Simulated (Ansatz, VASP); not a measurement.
**Two plane-wave programs on NaCl**

File POSCAR:

```
NaCl
1.0
    0.0000000000      2.8308314239      2.8308314239
    2.8308314239      0.0000000000      2.8308314239
    2.8308314239      2.8308314239      0.0000000000
Cl Na
1 1
Direct
    0.5000000000      0.5000000000      0.5000000000
    0.0000000000      0.0000000000      0.0000000000
```

INCAR.step1

```
SYSTEM = NaCl
  ALGO = Normal
  EDIFF = 1E-5
  ENCUT = 520
  GGA = PE
  ISIF = 2
  ISMEAR = -1
  LASPH = .TRUE.
  LCHARG = .FALSE.
  LREAL = .FALSE.
  LWAVE = .TRUE.
  NBANDS = 14
  NELM = 60
  PREC = Accurate
  SIGMA = 0.05
```

INCAR.step2

```
SYSTEM = NaCl
  AEXX = 0.5
  AGGAC = 1.0
  AGGAX = 0.5
  ALDAC = 0.0
  ALDAX = 0.5
  ALGO = Normal
  EDIFF = 1E-6
  ENCUT = 520
  GGA = B5
  ISIF = 2
  ISMEAR = -1
  ISTART = 1
  LASPH = .TRUE.
  LCHARG = .FALSE.
  LHFCALC = .TRUE.
  LREAL = .FALSE.
  LWAVE = .FALSE.
  NBANDS = 14
  NELM = 60
  PREC = Accurate
  PRECFOCK = Normal
  SIGMA = 0.05
```

File KPOINTS:

```
k-points
0
G
  4 4 4
  0 0 0
```

Contents of input.yaml:

```yaml
crystal:
  lattice:
    - [0.0, 2.8308314239, 2.8308314239]
    - [2.8308314239, 0.0, 2.8308314239]
    - [2.8308314239, 2.8308314239, 0.0]
  atoms:
    - { symbol: Cl, position: [0.5, 0.5, 0.5] }
    - { symbol: Na, position: [0.0, 0.0, 0.0] }
hamiltonian:
  xc: { name: BHLYP }
  pseudopotentials: { kind: paw }
kpoints:
  mp_grid: { grid: [4, 4, 4] }
scf:
  occupations: { method: fermi_dirac, width: 0.05 }
output:
  forces: true
  stress: true
  eigenvalues: true
```

Alike in both runs: task single point; functional BHLYP; k mesh 4 × 4 × 4; occupations fermi-dirac, width 0.05 eV; no spin polarisation.

```csv
,VASP,Ansatz
version,VASP 6.6.1,Ansatz 0.2.0
potentials or method,"VASP PAW PBE potentials, release 64 (Cl, Na_pv)",Ansatz PAW
plane-wave cutoff (eV),520,420
valence electrons in the cell,14,16
```

```csv
,VASP,Ansatz,Ansatz less VASP
gap on the k mesh at the Fermi level (eV),9.27,9.24,-0.034
least direct gap on the mesh (eV),9.27,9.24,-0.034
pressure (GPa),-0.5,-0.4,+0.14
```

VASP's potentials were made for PBE, not for BHLYP. VASP's potentials hold 14 valence electrons a cell and Ansatz's 16, so a difference there can come from the potentials and not from the codes.

The k mesh is coarse, so the values compare programs but aren't converged.
